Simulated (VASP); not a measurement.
# SnS3 (Fm-3m) in VASP: further runs, part 2 of 2

VASP 6.6.1. Earlier steps stand in the parts before.

## 3. Single point, PBE

This run uses another cell than the first one, of 18.57 Å³/atom.

Contents of INCAR:

```
PREC = Accurate
ENCUT = 500
EDIFF = 1E-6
ISMEAR = 0
SIGMA = 0.1
LREAL = False
LASPH = True
NELM = 120
ALGO = Normal
ISIF = 2
LWAVE = False
LCHARG = False
GGA = PE
NBANDS = 24
GGA_COMPAT = False
```

Contents of KPOINTS:

```
Automatic mesh
0
Gamma
  12 12 12
```

Contents of POSCAR:

```
SnS3
1.0
    0.0000000000      3.3363752670      3.3363752670
    3.3363752670      0.0000000000      3.3363752670
    3.3363752670      3.3363752670      0.0000000000
Sn S
1 3
Direct
    0.5000000000      0.5000000000      0.5000000000
    0.0000000000      0.0000000000      0.0000000000
    0.2500000000      0.2500000000      0.2500000000
    0.7500000000      0.7500000000      0.7500000000
```

Potentials or basis: VASP PAW PBE potentials, release 64 (Sn_d, S).

Launch:

```
$ cat potpaw_PBE.64/Sn_d/POTCAR potpaw_PBE.64/S/POTCAR > POTCAR
$ mpirun -np 1 vasp_std > vasp.out
```

OUTCAR:

```text
PREC = Accurate
   ENCUT = 500
   EDIFF = 1E-6
   ISMEAR = 0
   LREAL = False
   LASPH = True
   NELM = 120
   ISIF = 2
   GGA = PE

 ion  position               nearest neighbor table
   1  0.500  0.500  0.500-   3 2.89   3 2.89   3 2.89   3 2.89   4 2.89   4 2.89   4 2.89   4 2.89

   2  0.000  0.000  0.000-
   3  0.250  0.250  0.250-   1 2.89   1 2.89   1 2.89   1 2.89
   4  0.750  0.750  0.750-   1 2.89   1 2.89   1 2.89   1 2.89

  LATTYP: Found a face centered cubic cell.
 ALAT       =     6.6727505340

  Lattice vectors:

 A1 = (   0.0000000000,   3.3363752670,   3.3363752670)
 A2 = (   3.3363752670,   0.0000000000,   3.3363752670)
 A3 = (   3.3363752670,   3.3363752670,   0.0000000000)

Analysis of symmetry for initial positions (statically):
=====================================================================
 Subroutine PRICEL returns:
 Original cell was already a primitive cell.

 Routine SETGRP: Setting up the symmetry group for a
 face centered cubic supercell.

 Subroutine GETGRP returns: Found 48 space group operations
 (whereof 48 operations were pure point group operations)
 out of a pool of 48 trial point group operations.

The static configuration has the point symmetry O_h .

Analysis of symmetry for dynamics (positions and initial velocities):
=====================================================================
 Subroutine PRICEL returns:
 Original cell was already a primitive cell.

 Routine SETGRP: Setting up the symmetry group for a
 face centered cubic supercell.

 Subroutine GETGRP returns: Found 48 space group operations
 (whereof 48 operations were pure point group operations)
 out of a pool of 48 trial point group operations.

The dynamic configuration has the point symmetry O_h .

 Subroutine INISYM returns: Found 48 space group operations
 (whereof 48 operations are pure point group operations),
 and found     1 'primitive' translations

----------------------------------------------------------------------------------------

                                     Primitive cell

  volume of cell :      74.2771

  direct lattice vectors                    reciprocal lattice vectors
     0.000000000  3.336375267  3.336375267    -0.149863238  0.149863238  0.149863238
     3.336375267  0.000000000  3.336375267     0.149863238 -0.149863238  0.149863238
     3.336375267  3.336375267  0.000000000     0.149863238  0.149863238 -0.149863238

  length of vectors
     4.718347152  4.718347152  4.718347152     0.259570742  0.259570742  0.259570742

  position of ions in fractional coordinates (direct lattice)
     0.500000000  0.500000000  0.500000000
     0.000000000  0.000000000  0.000000000
     0.250000000  0.250000000  0.250000000
     0.750000000  0.750000000  0.750000000

  ion indices of the primitive-cell ions
   primitive index   ion index
                 1           1
                 2           2
                 3           3
                 4           4

----------------------------------------------------------------------------------------

 KPOINTS: Automatic mesh

Automatic generation of k-mesh.
 Grid dimensions read from file:
 generate k-points for:   12   12   12

 Generating k-lattice:

  Cartesian coordinates                     Fractional coordinates (reciprocal lattice)
    -0.012488603  0.012488603  0.012488603     0.083333333  0.000000000  0.000000000
     0.012488603 -0.012488603  0.012488603     0.000000000  0.083333333  0.000000000
     0.012488603  0.012488603 -0.012488603     0.000000000  0.000000000  0.083333333

  Length of vectors
     0.021630895  0.021630895  0.021630895

  Shift w.r.t. Gamma in fractional coordinates (k-lattice)
     0.000000000  0.000000000  0.000000000

 Subroutine IBZKPT returns following result:
 ===========================================

 Found     72 irreducible k-points:

 Following reciprocal coordinates:
            Coordinates               Weight
  0.000000  0.000000  0.000000      1.000000
  0.083333  0.000000  0.000000      8.000000
  0.166667  0.000000  0.000000      8.000000
  0.250000  0.000000  0.000000      8.000000
  0.333333  0.000000  0.000000      8.000000
  0.416667  0.000000  0.000000      8.000000
[... 16 lines left out ...]
  0.500000  0.166667  0.000000     24.000000
 -0.416667  0.166667  0.000000     24.000000
 [... further k-points ...]
   k-points           NKPTS =     72   k-points in BZ     NKDIM =     72   number of bands    NBANDS=     24
   number of dos      NEDOS =    301   number of ions     NIONS =      4
   total plane-waves  NPLWV =  46656
   dimension x,y,z NGX =    36 NGY =   36 NGZ =   36
   dimension x,y,z NGXF=    72 NGYF=   72 NGZF=   72
   ions per type =               1   3
   NGX,Y,Z   is equivalent  to a cutoff of  12.68, 12.68, 12.68 a.u.
   NGXF,Y,Z  is equivalent  to a cutoff of  25.37, 25.37, 25.37 a.u.
 SYSTEM =  unknown system
   PREC   = accura    normal or accurate (medium, high low for compatibility)
   ISTART =      0    job   : 0-new  1-cont  2-samecut
   ICHARG =      2    charge: 1-file 2-atom 10-const
   ISPIN  =      1    spin polarized calculation?
   LNONCOLLINEAR =      F non collinear calculations
   LSORBIT =      F    spin-orbit coupling
   LASPH  =      T    aspherical Exc in radial PAW
   ENCUT  =  500.0 eV  36.75 Ry    6.06 a.u.   8.60  8.60  8.60*2*pi/ulx,y,z
   NELM   =    120;   NELMIN=  2; NELMDL= -5     # of ELM steps
   EDIFF  = 0.1E-05   stopping-criterion for ELM
   LREAL  =      F    real-space projection
   EDIFFG = 0.1E-04   stopping-criterion for IOM
   NSW    =      0    number of steps for IOM
   IBRION =     -1    ionic relax: 0-MD 1-quasi-New 2-CG
   NFREE  =      0    steps in history (QN), initial steepest desc. (CG)
   ISIF   =      2    stress and relaxation
   ISYM   =      2    0-nonsym 1-usesym 2-fastsym
   POTIM  = 0.5000    time-step for ionic-motion
   TEBEG  =    0.0;   TEEND  =   0.0 temperature during run
   PSTRESS=    0.0 pullay stress
   NELECT =      32.0000    total number of electrons
   NUPDOWN=      -1.0000    fix difference up-down
   EMIN   =  10.00;   EMAX   =-10.00  energy-range for DOS
   EFERMI =   0.00;   METHOD = LEGACY
   ISMEAR =     0;   SIGMA  =   0.10  broadening in eV -4-tet -1-fermi 0-gaus
   EFERMI_NEDOS =   21; number of points for ismear=-14 and -15
   IALGO  =     38    algorithm
   IMIX   =      4    mixing-type and parameters
     AMIX     =   0.40;   BMIX     =  1.00
     AMIX_MAG =   1.60;   BMIX_MAG =  1.00
  volume/ion in A,a.u.               =      18.57       125.31
  Fermi-wavevector in a.u.,A,eV,Ry     =   1.236441  2.336534 20.800388  1.528785
  Thomas-Fermi vector in A             =   2.371049
   LORBIT       =      0    0 simple, 1 ext, 2 COOP (PROOUT), +10 PAW based schemes
   GGA     = PE    functional components
   LHFCALC =     F    Hartree Fock is set to
   AEXX    =    0.0000 exact exchange contribution
   IVDW    =     0    specifies the selected vdW correction
   LEPSILON=     F    determine dielectric tensor
   LRPA    =     F    only Hartree local field effects (RPA)
 non-spin polarized calculation
 Gauss-broadening in eV      SIGMA  =   0.10
  energy-cutoff  :      500.00
  volume of cell :       74.28
 maximum number of plane-waves:      1917
   NGX = 17   NGY = 17   NGZ = 17

 number of electron      32.0000004 magnetization

 Free energy of the ion-electron system (eV)
  ---------------------------------------------------
  ext. energy  EPLUGINS =         0.00000000
  ---------------------------------------------------
  free energy    TOTEN  =       -14.17007489 eV

  energy without entropy =      -14.15895213  energy(sigma->0) =      -14.16451351

 E-fermi :   7.4549     XC(G=0): -10.8662

 val. band max:        7.4548636667   @ k =  -0.4167   0.4167   0.0000
 cond. band min:       7.4585013009   @ k =   0.3333   0.1667   0.0833
 fundamental gap:      0.0036376342
 Fermi energy:         7.4548734138

 k-point     1 :       0.0000    0.0000    0.0000
  band No.  band energies     occupation
      1     -13.9702      2.00000
      2     -13.9702      2.00000
      3     -13.9702      2.00000
      4     -13.9565      2.00000
      5     -13.9565      2.00000
      6      -7.8104      2.00000
[... 637 lines left out ...]
     23      16.6964      0.00000
     24      16.9092      0.00000

 [... further k-points ...]

------------------------ aborting loop because EDIFF is reached ----------------------------------------

  FORCE on cell =-STRESS in cart. coord.  units (eV):
  Direction    XX          YY          ZZ          XY          YZ          ZX
  --------------------------------------------------------------------------------------
  -------------------------------------------------------------------------------------
  Total       -0.0520101     -0.0520101     -0.0520101     -0.0000000      0.0000000     -0.0000000
  in kB       -1.1218717     -1.1218717     -1.1218717     -0.0000000      0.0000000     -0.0000000
  external PRESSURE =      -1.1218717 kB  Pullay stress =       0.0000000 kB

 VOLUME and BASIS-vectors are now :
 -----------------------------------------------------------------------------
  energy-cutoff  :      500.00
  volume of cell :       74.28
      direct lattice vectors                 reciprocal lattice vectors
     0.000000000  3.336375267  3.336375267    -0.149863238  0.149863238  0.149863238
     3.336375267  0.000000000  3.336375267     0.149863238 -0.149863238  0.149863238
     3.336375267  3.336375267  0.000000000     0.149863238  0.149863238 -0.149863238

 POSITION                                       TOTAL-FORCE (eV/Angst)
 -----------------------------------------------------------------------------------
      3.33638      3.33638      3.33638         0.000000      0.000000      0.000000
      0.00000      0.00000      0.00000         0.000000      0.000000      0.000000
      1.66819      1.66819      1.66819         0.000000      0.000000      0.000000
      5.00456      5.00456      5.00456        -0.000000     -0.000000     -0.000000
 -----------------------------------------------------------------------------------
    total drift:                                0.000000      0.000000      0.000000

  FREE ENERGIE OF THE ION-ELECTRON SYSTEM (eV)
  ---------------------------------------------------
  free  energy   TOTEN  =       -14.1700748897 eV

  energy  without entropy=      -14.1589521300  energy(sigma->0) =      -14.16451351
```

OSZICAR:

```text
N       E                     dE             d eps       ncg     rms          rms(c)
DAV:   1     0.251471222711E+03    0.25147E+03   -0.14258E+04  3608   0.156E+03
DAV:   2     0.136239097894E+02   -0.23785E+03   -0.22325E+03  3712   0.422E+02
DAV:   3    -0.133400686147E+02   -0.26964E+02   -0.25491E+02  4288   0.112E+02
DAV:   4    -0.143535586409E+02   -0.10135E+01   -0.10074E+01  4320   0.227E+01
DAV:   5    -0.143823770048E+02   -0.28818E-01   -0.28813E-01  4992   0.407E+00    0.105E+01
DAV:   6    -0.141809501089E+02    0.20143E+00   -0.28002E-01  5384   0.546E+00    0.647E+00
DAV:   7    -0.141750265438E+02    0.59236E-02   -0.90622E-02  4912   0.213E+00    0.208E+00
DAV:   8    -0.141706613333E+02    0.43652E-02   -0.18099E-02  4408   0.110E+00    0.411E-01
DAV:   9    -0.141699777923E+02    0.68354E-03   -0.32626E-03  4728   0.516E-01    0.112E-01
DAV:  10    -0.141700611396E+02   -0.83347E-04   -0.58335E-04  4480   0.151E-01    0.626E-02
DAV:  11    -0.141700727124E+02   -0.11573E-04   -0.26743E-05  4608   0.405E-02    0.336E-02
DAV:  12    -0.141700749330E+02   -0.22206E-05   -0.74612E-06  4632   0.303E-02    0.160E-02
DAV:  13    -0.141700748897E+02    0.43312E-07   -0.66537E-07  3200   0.581E-03
   1 F= -.14170075E+02 E0= -.14164514E+02  d E =-.111228E-01
```

Run time: 3.4 min. Hardware: 1 thread of Intel Xeon 8259CL, shared host; peak memory 0.24 GiB.

Results:

```yaml
Free_energy: -14.1701 eV
Pressure: -0.1 GPa
Band_gap_on_the_k_mesh: zero (bands 16 and 17 overlap by 2.32 eV)
```

Levels at points of the mesh, in eV from the Fermi level:
```
           k point  band 14  band 15  band 16  band 17  band 18  band 19
(0.00, 0.00, 0.00)    -3.41    -3.41    -1.82    -1.82    -1.82     4.58
(0.50, 0.00, 0.00)    -2.25    -1.23     0.25     0.25     1.23     3.18
(0.50, 0.50, 0.00)    -0.88    -0.36    -0.09     0.22     0.22     4.09
```

Caveat: spin-orbit coupling is left out, which moves the levels of the heavy elements.

## 4. Relaxation of cell and atoms, PBE

This run uses another cell than the first one, of 18.82 Å³/atom.

Contents of INCAR:

```
ALGO = Normal ; EDIFF = 1E-7
EDIFFG = -0.01 ; ENCUT = 500
GGA = PE ; GGA_COMPAT = F
IBRION = 2 ; ISIF = 3
ISMEAR = 0 ; LASPH = T
LCHARG = F ; LREAL = F
LWAVE = F ; NELM = 120
NELMIN = 4 ; NSW = 100
PREC = Accurate ; SIGMA = 0.1
```

Contents of KPOINTS:

```
k-points
0
Gamma
  12 12 12
```

Contents of POSCAR:

```
SnS3
1.0
    0.0000000000      3.3515493242      3.3515493242
    3.3515493242      0.0000000000      3.3515493242
    3.3515493242      3.3515493242      0.0000000000
Sn S
1 3
Direct
    0.5000000000      0.5000000000      0.5000000000
    0.0000000000      0.0000000000      0.0000000000
    0.2500000000      0.2500000000      0.2500000000
    0.7500000000      0.7500000000      0.7500000000
```

Launch:

```
$ cat potpaw_PBE.64/Sn_d/POTCAR potpaw_PBE.64/S/POTCAR > POTCAR
$ mpirun -np 1 vasp_std > vasp.out
```

Run time: 6.7 min. Hardware: 1 thread of Intel Xeon 8259CL, shared host; peak memory 0.24 GiB.

The run converged. Its results:

```
Free energy                           : -14.1706 eV
Relaxed volume                        : 18.54 Å³/atom
Relaxed cell                          : a = 4.716 Å, b = 4.716 Å, c = 4.716 Å, α = 60.00°, β = 60.00°, γ = 60.00°
Space group after relaxing (to 0.1 Å) : Fm-3m (No. 225)
Energy gained by relaxing             : 0.9 meV/atom
Ionic steps                           : 3
Pressure after relaxing               : 0.0 GPa
Band gap on the k mesh                : zero (bands 16 and 17 overlap by 2.33 eV)
```

The path:
| step | energy change (eV) | largest force (eV/Å) | pressure (GPa) | volume (Å³) |
| --- | --- | --- | --- | --- |
| 1 | 0.0000 | 0.0000 | -1.00 | 75.30 |
| 2 | -0.0035 | 0.0000 | 0.13 | 74.02 |
| 3 | -0.0036 | 0.0000 | 0.00 | 74.17 |

Final structure:
```
CELL_PARAMETERS angstrom
0.00000 3.33470 3.33470
3.33470 0.00000 3.33470
3.33470 3.33470 0.00000
ATOMIC_POSITIONS crystal
Sn 0.50000 0.50000 0.50000
S 0.00000 0.00000 0.00000
S 0.25000 0.25000 0.25000
S 0.75000 0.75000 0.75000
```

Levels at points of the mesh, in eV from the Fermi level:
```
           k point  band 12  band 13  band 14  band 15  band 16  band 17  band 18  band 19  band 20
(0.00, 0.00, 0.00)    -3.61    -3.42    -3.42    -3.42    -1.83    -1.83    -1.83     4.58     4.58
(0.50, 0.00, 0.00)    -3.79    -3.79    -2.25    -1.23     0.25     0.25     1.24     3.18     3.18
(0.50, 0.50, 0.00)    -1.68    -0.88    -0.88    -0.37    -0.09     0.22     0.22     4.10     5.17
```

Caveat: spin-orbit coupling is left out, which moves the levels of the heavy elements.

## 5. Summary

```csv
task,cell,k mesh,gap on the mesh (eV),pressure (GPa)
single point,"a = 5.252 Å, angles 60.0°, 4 atoms",4 × 4 × 4,none,-9.9
single point,"a = 4.718 Å, angles 60.0°, 4 atoms",12 × 12 × 12,none,-0.1
relaxation of cell and atoms,"relaxed from a = 4.740 Å, angles 60.0°, 4 atoms",12 × 12 × 12,none,0.0
```

Alike in all rows: level PBE; potentials or basis VASP PAW PBE potentials, release 64 (Sn_d, S); no spin polarisation; cutoff (eV) 500; smearing gaussian 0.1 eV.

Caveats: some runs use coarse meshes; spin-orbit coupling is left out, which moves the levels of the heavy elements.

Absolute energies hang on the potentials; compare differences alone.

The gap in the log of VASP goes by the Fermi energy; the results here count the filled bands.